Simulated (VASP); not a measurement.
Input of a VASP 6.6.1 run:

POSCAR

```
SiO2
1.0
    4.9790000000      0.0000000000      0.0000000000
    0.0000000000      4.9790000000      0.0000000000
    0.0000000000      0.0000000000      6.9500000000
Si O
4 8
Direct
    0.3044023937      0.3044023937      0.0000000000
    0.1955976063      0.8044023937      0.2500000000
    0.6955976063      0.6955976063      0.5000000000
    0.8044023937      0.1955976063      0.7500000000
    0.2371047374      0.1148382698      0.1842518061
    0.3851617302      0.7371047374      0.4342518061
    0.7628952626      0.8851617302      0.6842518061
    0.6148382698      0.2628952626      0.9342518061
    0.7371047374      0.3851617302      0.5657481939
    0.8851617302      0.7628952626      0.3157481939
    0.2628952626      0.6148382698      0.0657481939
    0.1148382698      0.2371047374      0.8157481939
```

INCAR.step1

```
SYSTEM = SiO2
PREC     = Accurate       ! precision mode
ENCUT    = 520            ! plane-wave cutoff, eV
ISMEAR   = -1             ! smearing method
SIGMA    = 0.02           ! smearing width, eV
LREAL    = .False.        ! projectors in reciprocal space
LASPH    = .True.         ! aspherical terms in the spheres
NELM     = 100            ! most SCF steps
NBANDS   = 44             ! bands
GGA      = PE             ! functional
ALGO     = Normal         ! electronic algorithm
EDIFF    = 1E-4           ! SCF threshold, eV
LWAVE    = .True.         ! write WAVECAR
LCHARG   = .False.        ! write CHGCAR
```

INCAR.step2

```
SYSTEM = SiO2
PREC     = Accurate       ! precision mode
ENCUT    = 520            ! plane-wave cutoff, eV
EDIFF    = 1E-8           ! SCF threshold, eV
ISMEAR   = -1             ! smearing method
SIGMA    = 0.02           ! smearing width, eV
LREAL    = .False.        ! projectors in reciprocal space
LASPH    = .True.         ! aspherical terms in the spheres
NELM     = 100            ! most SCF steps
ALGO     = Normal         ! electronic algorithm
ISIF     = 2              ! what is computed and relaxed
LWAVE    = .False.        ! write WAVECAR
LCHARG   = .False.        ! write CHGCAR
METAGGA  = R2SCAN         ! meta-GGA
LMIXTAU  = .True.       
LEFG     = .True.       
NBANDS   = 44             ! bands
ISTART   = 1
```

KPOINTS

```
regular mesh
0
Gamma
  5 5 4
  0 0 0
```

Potentials or basis: VASP PAW PBE potentials, release 64 (Si, O).

The run is started by

```bash
$ cat potpaw_PBE.64/Si/POTCAR potpaw_PBE.64/O/POTCAR > POTCAR
$ cp INCAR.step1 INCAR
$ mpirun -np 1 vasp_std > vasp.out
$ cp INCAR.step2 INCAR
$ mpirun -np 1 vasp_std > vasp.out
```

Task: What does it give for the pressure?

Result: -3.4 GPa.

Task: Predict the band gap on the k mesh.

Result: 6.25 eV.

Task: Predict the largest force.

Result: 0.291 eV/Å.

Electric field gradients, principal values (V/Å²):
| atom | least | middle | greatest (by size) |
| --- | --- | --- | --- |
| 1 Si | 0.624 | 3.432 | -4.056 |
| 2 Si | 0.624 | 3.432 | -4.056 |
| 3 Si | 0.624 | 3.432 | -4.056 |
| 4 Si | 0.624 | 3.432 | -4.056 |
| 5 O | -35.936 | -53.074 | 89.010 |
| 6 O | -35.936 | -53.074 | 89.010 |
| 7 O | -35.936 | -53.074 | 89.010 |
| 8 O | -35.936 | -53.074 | 89.010 |
| 9 O | -35.936 | -53.074 | 89.010 |
| 10 O | -35.936 | -53.074 | 89.010 |
| 11 O | -35.936 | -53.074 | 89.010 |
| 12 O | -35.936 | -53.074 | 89.010 |

Caveat: the cell stands under tension; without QUAD_EFG the Cq values of the log hold for a quadrupole moment of 1 mb, not for the nuclei; the PAW data sets were made with another functional, which shifts forces and pressure a little; an odd mesh through Γ misses points on the zone boundary, where band edges can lie.
